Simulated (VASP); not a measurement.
Write the native input for VASP 6.6.1 that does the following.

| Item | Value |
| --- | --- |
| Task | single point |
| Functional | PBE |
| Potentials or basis | VASP PAW PBE potentials, release 64 (As) |
| Cutoff | 500 eV |
| k mesh | 6 × 6 × 6 |
| Occupations | gaussian, width 0.1 eV |
| Spin | no spin polarisation |
| Dipole correction | no |
| Further INCAR settings | ALGO = Normal; EDIFF = 1e-06; NBANDS = 12 |

The structure of As lies in POSCAR:

```
As
1.0
    0.0000000000      2.8602104329      4.5021083824
    1.6513109598      0.0000000000      4.5021083824
    1.6513109598      2.8602104329      0.0000000000
As
2
Direct
    0.1666700000      0.8333300000      0.1666700000
    0.8333300000      0.1666700000      0.8333300000
```

The input as run:

INCAR

```
SYSTEM = As
PREC = Accurate
ENCUT = 500
EDIFF = 1E-6
ISMEAR = 0
SIGMA = 0.1
LREAL = .FALSE.
LASPH = .TRUE.
NELM = 120
ALGO = Normal
ISIF = 2
LWAVE = .FALSE.
LCHARG = .FALSE.
GGA = PE
NBANDS = 12
GGA_COMPAT = .FALSE.
```

KPOINTS

```
Automatic mesh
0
G
  6 6 6
  0 0 0
```

Potentials or basis: VASP PAW PBE potentials, release 64 (As).

Launch:

```bash
$ cat potpaw_PBE.64/As/POTCAR > POTCAR
$ mpirun -np 1 vasp_std > vasp.out
```

Results of the run:

- Pressure: 105.8 GPa
- Largest force: 0.022 eV/Å
- Band gap on the k mesh: zero (band 5 reaches 7.99 eV, above the bottom of band 6 at 4.54 eV)

Caveat: the k points lie up to 0.38 Å⁻¹ apart.

Wall time 35 s on 1 thread of Intel Xeon 8259CL, on a shared host, peak memory 0.18 GiB.
